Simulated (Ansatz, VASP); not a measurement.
# One calculation of TePb, two programs

The input POSCAR:

```
TePb
1.0
    0.0000000000      3.6414940629      3.6414940629
    3.6414940629      0.0000000000      3.6414940629
    3.6414940629      3.6414940629      0.0000000000
Pb Te
1 1
Direct
    0.0000000000      0.0000000000      0.0000000000
    0.2500000000      0.2500000000      0.2500000000
```

File INCAR.step1:

```
SYSTEM = TePb
PREC     = Accurate       ! precision mode
ENCUT    = 520            ! plane-wave cutoff, eV
EDIFF    = 1E-5           ! SCF threshold, eV
ISMEAR   = 0              ! smearing method
SIGMA    = 0.01           ! smearing width, eV
LREAL    = .FALSE.        ! projectors in reciprocal space
LASPH    = .TRUE.         ! aspherical terms in the spheres
NELM     = 100            ! most SCF steps
ALGO     = Normal         ! electronic algorithm
ISIF     = 2              ! what is computed and relaxed
LWAVE    = .TRUE.         ! write WAVECAR
LCHARG   = .FALSE.        ! write CHGCAR
GGA      = PE             ! functional
NBANDS   = 17             ! bands
```

File INCAR.step2:

```
SYSTEM = TePb
PREC     = Accurate       ! precision mode
ENCUT    = 520            ! plane-wave cutoff, eV
EDIFF    = 1E-6           ! SCF threshold, eV
ISMEAR   = 0              ! smearing method
SIGMA    = 0.01           ! smearing width, eV
LREAL    = .FALSE.        ! projectors in reciprocal space
LASPH    = .TRUE.         ! aspherical terms in the spheres
NELM     = 100            ! most SCF steps
ALGO     = Normal         ! electronic algorithm
ISIF     = 2              ! what is computed and relaxed
LWAVE    = .FALSE.        ! write WAVECAR
LCHARG   = .FALSE.        ! write CHGCAR
GGA      = PE             ! functional
LHFCALC  = .TRUE.         ! exact exchange
HFSCREEN = 0.2079         ! screening, 1/A
PRECFOCK = Normal       
ISTART   = 1            
NBANDS   = 17             ! bands
```

Contents of KPOINTS:

```
Automatic mesh
0
G
  4 4 4
  0 0 0
```

Input for Ansatz:

```yaml
crystal:
  lattice:
    - [0.0, 3.6414940629, 3.6414940629]
    - [3.6414940629, 0.0, 3.6414940629]
    - [3.6414940629, 3.6414940629, 0.0]
  atoms:
    - { symbol: Pb, position: [0.0, 0.0, 0.0] }
    - { symbol: Te, position: [0.25, 0.25, 0.25] }
kpoints:
  mp_grid: { grid: [4, 4, 4] }
hamiltonian:
  xc: hse06
scf:
  occupations: { method: fixed }
  n_extra_bands: 4
  exx: { singularity: wigner_seitz }
output:
  forces: true
  stress: true
  eigenvalues: true
```

Alike in both runs: task single point; functional HSE06; k mesh 4 × 4 × 4; no spin polarisation.

|  | VASP | Ansatz |
| --- | --- | --- |
| version | VASP 6.6.1 | Ansatz 0.2.0 |
| potentials or method | VASP PAW PBE potentials, release 64 (Pb_d, Te) | plane waves |
| plane-wave cutoff (eV) | 520 | 420 |
| occupations | gaussian, width 0.01 eV | fixed |
| valence electrons in the cell | 20 | 30 |

```csv
,VASP,Ansatz,Ansatz less VASP
gap on the k mesh at the Fermi level (eV),0.96,0.97,+0.011
pressure (GPa),-0.1,0.0,+0.12
```

VASP's potentials hold 20 valence electrons a cell and Ansatz's 30, so a difference there can come from the potentials and not from the codes. Ansatz's warnings: stress exchange threshold loose, stress scf threshold loose.

Neither program's run includes spin-orbit coupling.
